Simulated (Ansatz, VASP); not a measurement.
# GaAs: VASP beside Ansatz

```
Ga As
1.0
     0.00000    2.88229    2.88229
     2.88229    0.00000    2.88229
     2.88229    2.88229    0.00000
Ga As
1 1
Direct
  0.00000 0.00000 0.00000
  0.75000 0.75000 0.75000
```

Change from the starting cell: volume scaled by 1.06, crystal datasets.

Alike in both runs: task electric field gradients; functional LDA; k mesh 10 × 10 × 10; occupations fermi-dirac, width 0.08 eV; no spin polarisation.

|  | VASP | Ansatz |
| --- | --- | --- |
| version | VASP 6.6.1 | Ansatz 0.2.0 |
| potentials or method | VASP PAW LDA potentials, release 64 (Ga_d, As), cutoff 520 eV | all-electron PAW with datasets made for the crystal, scalar-relativistic |

VASP gave:

* pressure (GPa): -4.9

Q: What did Ansatz give for the same quantities?

A: Pressure (GPa): -5.1.

LDA's correlation is that of Perdew and Zunger in VASP and of Perdew and Wang (1992) in Ansatz. Ansatz ran all-electron here, and VASP with PAW potentials.
